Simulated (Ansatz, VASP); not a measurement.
**Two plane-wave programs on Sn5PbSe6**

INCAR

```
SYSTEM = Sn5PbSe6
ALGO     = Normal         ! electronic algorithm
EDIFF    = 1E-7           ! SCF threshold, eV
EDIFFG   = -0.01          ! ionic threshold
ENCUT    = 500            ! plane-wave cutoff, eV
GGA      = PE             ! functional
GGA_COMPAT= .FALSE.      
IBRION   = 2              ! ionic algorithm
ISIF     = 3              ! what is computed and relaxed
ISMEAR   = 0              ! smearing method
KPAR     = 4            
LASPH    = .TRUE.         ! aspherical terms in the spheres
LCHARG   = .FALSE.        ! write CHGCAR
LREAL    = .FALSE.        ! projectors in reciprocal space
LWAVE    = .FALSE.        ! write WAVECAR
NELM     = 120            ! most SCF steps
NELMIN   = 4            
NSW      = 100            ! ionic steps
PREC     = Accurate       ! precision mode
SIGMA    = 0.02           ! smearing width, eV
```

Contents of KPOINTS:

```
k-points
0
G
  8 8 2
  0 0 0
```

The input POSCAR:

```
Sn5PbSe6
1.0
    4.3151051300      0.0000000000      0.0000000000
    0.0000000000      4.3151051300      0.0000000000
    0.0000000000      0.0000000000     18.3074405900
Sn Pb Se
5 1 6
Direct
    0.0000000000      0.0000000000      0.6666666700
    0.5000000000      0.5000000000      0.8333333300
    0.5000000000      0.5000000000      0.1666666700
    0.0000000000      0.0000000000      0.3333333300
    0.5000000000      0.5000000000      0.5000000000
    0.0000000000      0.0000000000      0.0000000000
    0.0000000000      0.0000000000      0.8333333300
    0.5000000000      0.5000000000      0.0000000000
    0.0000000000      0.0000000000      0.1666666700
    0.5000000000      0.5000000000      0.3333333300
    0.0000000000      0.0000000000      0.5000000000
    0.5000000000      0.5000000000      0.6666666700
```

Input for Ansatz:

```yaml
crystal:
  lattice:
    - [4.31510513, 0.0, 0.0]
    - [0.0, 4.31510513, 0.0]
    - [0.0, 0.0, 18.30744059]
  atoms:
    - { symbol: Sn, position: [0.0, 0.0, 0.66666667] }
    - { symbol: Sn, position: [0.5, 0.5, 0.83333333] }
    - { symbol: Sn, position: [0.5, 0.5, 0.16666667] }
    - { symbol: Sn, position: [0.0, 0.0, 0.33333333] }
    - { symbol: Sn, position: [0.5, 0.5, 0.5] }
    - { symbol: Pb, position: [0.0, 0.0, 0.0] }
    - { symbol: Se, position: [0.0, 0.0, 0.83333333] }
    - { symbol: Se, position: [0.5, 0.5, 0.0] }
    - { symbol: Se, position: [0.0, 0.0, 0.16666667] }
    - { symbol: Se, position: [0.5, 0.5, 0.33333333] }
    - { symbol: Se, position: [0.0, 0.0, 0.5] }
    - { symbol: Se, position: [0.5, 0.5, 0.66666667] }
basis:
  ecutwfc: 420
kpoints:
  mp_grid: { grid: [8, 8, 2] }
hamiltonian:
  xc: pbe
scf:
  occupations: { method: gaussian, width: 0.02 }
output:
  forces: true
  stress: true
  eigenvalues: true
  write_density: true
  write_potential: true
  elf: true
  volumetric_format: npy
relax:
  adjacent_minimum: "off"
  f_tol: 0.01
  max_steps: 80
  cell: { stress_tol: 0.05 }
```

Alike in both runs: task relaxation of cell and atoms; functional PBE; k mesh 8 × 8 × 2; occupations gaussian, width 0.02 eV; no spin polarisation.

|  | VASP | Ansatz |
| --- | --- | --- |
| version | VASP 6.6.1 | Ansatz 0.2.0 |
| potentials or method | VASP PAW PBE potentials, release 64 (Sn_d, Pb_d, Se), cutoff 500 eV | scalar-relativistic, plane waves, PAW |
| valence electrons in the cell | 120 | 180 |

Ansatz gave:

```
gap on the k mesh at the Fermi level, each at its own relaxed structure (eV) : 0.25
relaxed volume (Å³/atom)                                                     : 28.20
relaxed length of the cell vector where the two differ most in proportion (Å)              : 18.265
```

Task: Which values does VASP return?

Result: gap on the k mesh at the Fermi level, each at its own relaxed structure (eV): 0.25; relaxed volume (Å³/atom): 28.21; relaxed length of the cell vector where the two differ most in proportion (Å): 18.269.

VASP's potentials hold 120 valence electrons a cell and Ansatz's 180, so a difference there can come from the potentials and not from the codes.

Spin-orbit coupling is off throughout.
